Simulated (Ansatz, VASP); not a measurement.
## ZnS: VASP beside Ansatz

```
S Zn
1.0
     3.84549    0.00000    0.00000
    -1.92275    3.33029    0.00000
     0.00000    0.00000   25.24894
S Zn
4 4
Direct
  0.33333 0.66667 0.29704
  0.66667 0.33333 0.42191
  0.33333 0.66667 0.54677
  0.66667 0.33333 0.67163
  0.66667 0.33333 0.32837
  0.33333 0.66667 0.45323
  0.66667 0.33333 0.57809
  0.33333 0.66667 0.70296
```

Alike in both runs: task single point; functional PBE; k mesh 9 × 9 × 1; occupations gaussian, width 0.05 eV; no spin polarisation.

```csv
,VASP,Ansatz
version,VASP 6.6.1,Ansatz 0.2.0
potentials or method,"VASP PAW PBE potentials, release 64 (S, Zn), cutoff 520 eV","scalar-relativistic, plane waves, PAW"
valence electrons in the cell,72,72
```

VASP gave:

| Quantity | Value |
| --- | --- |
| gap on the k mesh at the Fermi level (eV) | none |
| rms of the force components (eV/Å) | 0.385 |
| work function, face that differs most (eV) | 7.24 |

Q: What did Ansatz give for the same quantities?

A: gap on the k mesh at the Fermi level (eV): none; rms of the force components (eV/Å): 0.386; work function, face that differs most (eV): 7.25.

A gap of «none» marks a metal or a gap that the smearing closes.
